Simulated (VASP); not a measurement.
**Fe: electric field gradients with PBE**

The system is Fe.

```
Fe
1.0
     0.00000    1.94174    2.02406
     1.49844    0.00000    2.02406
     1.49844    1.94174    0.00000
Fe
1
Cartesian
  0.0000 0.0000 0.0000
```

This cell differs from its parent crystal: zz strain of +3 %.

```yaml
Program: VASP 6.6.1
Task: electric field gradients
Functional: PBE
Potentials_or_basis: VASP PAW PBE potentials, release 64 (Fe_sv)
Cutoff: 510 eV
k_mesh: 16 × 16 × 16
Occupations: fermi-dirac, width 0.05 eV
Spin: collinear spin, ferromagnetic start
Starting_moments: "[3.0] μB"
Dipole_correction: no
Further_INCAR_settings: ALGO = Normal; EDIFF = 1e-08; NBANDS = 18
```

* Pressure: -8.2 GPa
* Net moment: 2.26 μB per cell
* Site moments: Fe +2.27 μB
* Largest electric field gradient by atom: Fe +5.5 V/Å²
* Valence electrons inside the program's atomic spheres: Fe 13.71

Stress tensor (GPa, compression positive):
```
-12.09   0.00   0.00
  0.00  -3.28   0.00
  0.00   0.00  -9.20
```

Levels at points of the mesh, in eV from the Fermi level:
Spin up:
```tsv
k point	band 7	band 8	band 9	band 10	band 11	band 12
(0.00, 0.00, 0.00)	-2.18	-2.06	-1.26	-0.94	23.26	24.08
(0.50, 0.00, 0.00)	-1.30	-0.82	0.27	0.28	6.81	18.03
(0.50, 0.50, 0.00)	-0.76	-0.67	0.25	0.44	7.03	17.28
(0.50, 0.00, 0.50)	-0.86	-0.86	0.51	1.19	7.94	16.53
(0.00, 0.50, 0.50)	-0.07	-0.04	0.31	7.96	10.43	10.43
```
Spin down:
```tsv
k point	band 3	band 4	band 5	band 6	band 7	band 8	band 9	band 10	band 11	band 12
(0.00, 0.00, 0.00)	-51.20	-51.18	-8.13	-0.64	-0.13	0.06	1.46	1.97	22.99	23.83
(0.50, 0.00, 0.00)	-51.31	-51.20	-3.47	-1.30	0.36	1.34	2.01	2.61	8.24	18.08
(0.50, 0.50, 0.00)	-51.33	-51.22	-3.48	-1.96	0.55	2.03	2.19	2.62	8.46	17.41
(0.50, 0.00, 0.50)	-51.38	-51.19	-3.37	-1.74	1.30	1.81	1.98	2.69	9.34	16.62
(0.00, 0.50, 0.50)	-51.52	-51.41	-2.88	-2.72	2.26	2.33	2.46	8.22	10.70	10.73
```

Electric field gradients, principal values (V/Å²):
| atom | least | middle | greatest (by size) |
| --- | --- | --- | --- |
| 1 Fe | -0.983 | -4.538 | 5.521 |

It took 2.9 min on 1 thread of Intel(R) Xeon(R) Platinum 8488C (Sapphire Rapids), on a shared host, peak memory 0.29 GiB.

Caveat: the cell differs from its parent crystal (zz strain of +3 %); the stress differs along the axes, from -12 to -3 GPa; without QUAD_EFG the Cq values of the log hold for a quadrupole moment of 1 mb, not for the nuclei.
